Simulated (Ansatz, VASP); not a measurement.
## Pt: VASP beside Ansatz

The input INCAR:

```
SYSTEM = Pt
  ALGO = Fast
  EDIFF = 1E-7
  ENCUT = 520
  ISIF = 2
  ISMEAR = 0
  LASPH = .True.
  LCHARG = .False.
  LREAL = .False.
  LWAVE = .False.
  NBANDS = 11
  NELM = 60
  PREC = Accurate
  SIGMA = 0.15
```

KPOINTS

```
k-points
0
Gamma
  20 20 20
  0 0 0
```

POSCAR

```
Pt
1.0
    0.0000000000      1.9468328700      2.0149720204
    1.8932949661      0.0000000000      2.0149720204
    1.8932949661      1.9468328700      0.0000000000
Pt
1
Direct
    0.0000000000      0.0000000000      0.0000000000
```

Input for Ansatz:

```yaml
crystal:
  lattice:
    - [0.0, 1.94683287, 2.0149720204]
    - [1.8932949661, 0.0, 2.0149720204]
    - [1.8932949661, 1.94683287, 0.0]
  atoms:
    - { symbol: Pt, position: [0.0, 0.0, 0.0] }
basis:
  ecutwfc: 420
kpoints:
  mp_grid: { grid: [20, 20, 20] }
hamiltonian:
  xc: lda
scf:
  occupations: { method: gaussian, width: 0.15 }
output:
  forces: true
  stress: true
  eigenvalues: true
```

Change from the starting cell: normal strain along x -0.0275, normal strain along z +0.0350.

Alike in both runs: task single point; functional LDA; k mesh 20 × 20 × 20; occupations gaussian, width 0.15 eV; no spin polarisation.

|  | VASP | Ansatz |
| --- | --- | --- |
| version | VASP 6.6.1 | Ansatz 0.2.0 |
| potentials or method | VASP PAW LDA potentials, release 64 (Pt), cutoff 520 eV | scalar-relativistic, plane waves, PAW |
| valence electrons in the cell | 10 | 18 |

```tsv
	VASP	Ansatz	Ansatz less VASP
gap on the k mesh at the Fermi level (eV)	none	none	-
pressure (GPa)	-0.7	-1.5	-0.78
traceless stress, the component that is largest in VASP (GPa)	-3.88	-3.87	+0.007
```

LDA's correlation is that of Perdew and Zunger in VASP and of Perdew and Wang (1992) in Ansatz. A gap of «none» marks a metal or a gap that the smearing closes. VASP's potentials hold 10 valence electrons a cell and Ansatz's 18, so a difference there can come from the potentials and not from the codes.

Neither program's run includes spin-orbit coupling.
